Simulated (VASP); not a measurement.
Set up this calculation in VASP 6.6.1, as the native input.

* Task: relaxation of cell and atoms
* Functional: PBEsol
* Potentials or basis: VASP PAW PBE potentials, release 64 (B, P)
* Cutoff: 500 eV
* k mesh: 10 × 10 × 10
* Occupations: gaussian, width 0.01 eV
* Spin: no spin polarisation
* Target pressure: 50 GPa
* Dipole correction: no
* Further INCAR settings: ALGO = Normal; EDIFF = 1e-07; IBRION = 2; EDIFFG = -0.001; NSW = 80; ISIF = 3

The structure of BP lies in POSCAR:

```
BP
1.0
    0.0000000000      2.2600863866      2.2600863866
    2.2600863866      0.0000000000      2.2600863866
    2.2600863866      2.2600863866      0.0000000000
B P
1 1
Direct
    0.0000000000      0.0000000000      0.0000000000
    0.7500000000      0.7500000000      0.7500000000
```

These files were run (other wordings do the same):

INCAR

```
PREC     = Accurate       # precision mode
ENCUT    = 500            # plane-wave cutoff, eV
EDIFF    = 1E-7           # SCF threshold, eV
ISMEAR   = 0              # smearing method
SIGMA    = 0.01           # smearing width, eV
LREAL    = F              # projectors in reciprocal space
LASPH    = T              # aspherical terms in the spheres
NELM     = 120            # most SCF steps
ALGO     = Normal         # electronic algorithm
ISIF     = 3              # what is computed and relaxed
LWAVE    = F              # write WAVECAR
LCHARG   = F              # write CHGCAR
GGA      = PS             # functional
IBRION   = 2              # ionic algorithm
NSW      = 80             # ionic steps
EDIFFG   = -0.001         # ionic threshold
PSTRESS  = 500.0        
GGA_COMPAT= F            
NELMIN   = 4
```

KPOINTS

```
Automatic mesh
0
Gamma
  10 10 10
```

Potentials or basis: VASP PAW PBE potentials, release 64 (B, P).

Command:

```bash
$ cat potpaw_PBE.64/B/POTCAR potpaw_PBE.64/P/POTCAR > POTCAR
$ mpirun -np 1 vasp_std > vasp.out
```

It gave:

| Item | Value |
| --- | --- |
| Relaxed volume | 9.43 Å³/atom |
| Relaxed cell | a = 2.988 Å, b = 2.988 Å, c = 2.988 Å, α = 60.00°, β = 60.00°, γ = 60.00° |
| Space group after relaxing (to 0.1 Å) | F-43m (No. 216) |
| Energy change on relaxing (the run minimises the enthalpy) | +282.6 meV/atom |
| Ionic steps | 5 |
| Pressure after relaxing | 50.0 GPa |
| Band gap on the k mesh | 0.78 eV (least direct gap 3.79 eV) |

Caveat: the cell is relaxed towards a set pressure, so the run minimises the enthalpy, not the energy; the volume moved by over 15 % at a fixed basis, so the end points are rough; semilocal functionals underestimate gaps, and a narrow one can read as zero; the PAW data sets were made with another functional, which shifts forces and pressure a little.

Run time: 28 s on 1 thread of AMD EPYC 7R43 64-Core Processor (Zen 3), with other jobs on the host, peak memory 0.11 GiB.
